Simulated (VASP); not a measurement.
The system is CoO.

```
Co O
1.0
     0.00000    2.34364    2.34364
     2.34364    0.00000    2.34364
     2.34364    2.34364    0.00000
Co O
1 1
Direct
  0.00000 0.00000 0.00000
  0.25000 0.25000 0.25000
```

```yaml
Program: VASP 6.6.1
Task: relaxation of cell and atoms
Functional: PBEsol-based screened hybrid
Potentials_or_basis: VASP PAW PBE potentials, release 64 (Co, O)
Cutoff: 600 eV
k_mesh: 5 × 5 × 5
Occupations: fermi-dirac, width 0.05 eV
Spin: collinear spin, ferromagnetic start
Starting_moments: "[2.0, 0.0] μB"
```

At the start: pressure -12.8 GPa; volume 12.87 Å³/atom.

Where does the relaxation end?

Over 3 steps the energy falls by 53.7 meV/atom and the volume is 11.65 Å³/atom (-9.5 %); space group F-43m (No. 216, to 0.05 Å); moment 3.00 μB per cell.

The path:
```
step  energy change (eV)  largest force (eV/Å)  pressure (GPa)  volume (Å³)
   1              0.0000                0.0000          -12.76        25.75
   2             -0.0747                0.0000            9.34        22.11
   3             -0.1074                0.0000           -0.07        23.29
```

Final structure:
```
Co O
1.0
     0.00000    2.26676    2.26676
     2.26676    0.00000    2.26676
     2.26676    2.26676    0.00000
Co O
1 1
Cartesian
  0.0000 0.0000 0.0000
  1.1334 1.1334 1.1334
```

Caveat: the k points lie up to 0.48 Å⁻¹ apart in the final cell; the PAW data sets were made with another functional, which shifts forces and pressure a little; a cell with one magnetic atom can't hold antiferromagnetic order, which such compounds often take.
